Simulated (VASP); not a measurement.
Set up this calculation in VASP 6.6.1, as the native input.

```
Task                   : single point
Functional             : PBEsol
Potentials or basis    : VASP PAW PBE potentials, release 64 (Re)
Cutoff                 : 520 eV
k mesh                 : 7 × 7 × 4
Occupations            : fermi-dirac, width 0.05 eV
Spin                   : no spin polarisation
Dipole correction      : no
Further INCAR settings : ALGO = Normal; EDIFF = 1e-07; NBANDS = 14
```

The structure of Re lies in POSCAR:

```
Re
1.0
    2.7608000000      0.0000000000      0.0000000000
   -1.3804000000      2.3909229348      0.0000000000
    0.0000000000      0.0000000000      4.4582000000
Re
2
Direct
    0.6631470000      0.3330820000      0.7526830000
    0.3363860000      0.6692810000      0.2480690000
```

These files were run (other wordings do the same):

INCAR

```
SYSTEM = Re
PREC = Accurate ; ENCUT = 520
EDIFF = 1E-7 ; ISMEAR = -1
SIGMA = 0.05 ; LREAL = .False.
LASPH = .True. ; NELM = 100
ALGO = Normal ; ISIF = 2
LWAVE = .False. ; LCHARG = .False.
GGA = PS ; NBANDS = 14
```

KPOINTS

```
regular mesh
0
Gamma
  7 7 4
  0 0 0
```

Potentials or basis: VASP PAW PBE potentials, release 64 (Re).

Launch:

```bash
$ cat potpaw_PBE.64/Re/POTCAR > POTCAR
$ mpirun -np 1 vasp_std > vasp.out
```

It gave:

```
Pressure               : -4.4 GPa
Largest force          : 0.215 eV/Å
Band gap on the k mesh : zero (band 7 reaches 8.65 eV, above the bottom of band 8 at 6.03 eV)
```

Caveat: the k points lie up to 0.38 Å⁻¹ apart; the PAW data sets were made with another functional, which shifts forces and pressure a little; spin-orbit coupling is left out, which moves the levels of the heavy elements.

Run time: 26 s on 1 thread of Intel(R) Xeon(R) Platinum 8375C CPU @ 2.90GHz (Ice Lake) (shared host), peak memory 0.17 GiB.
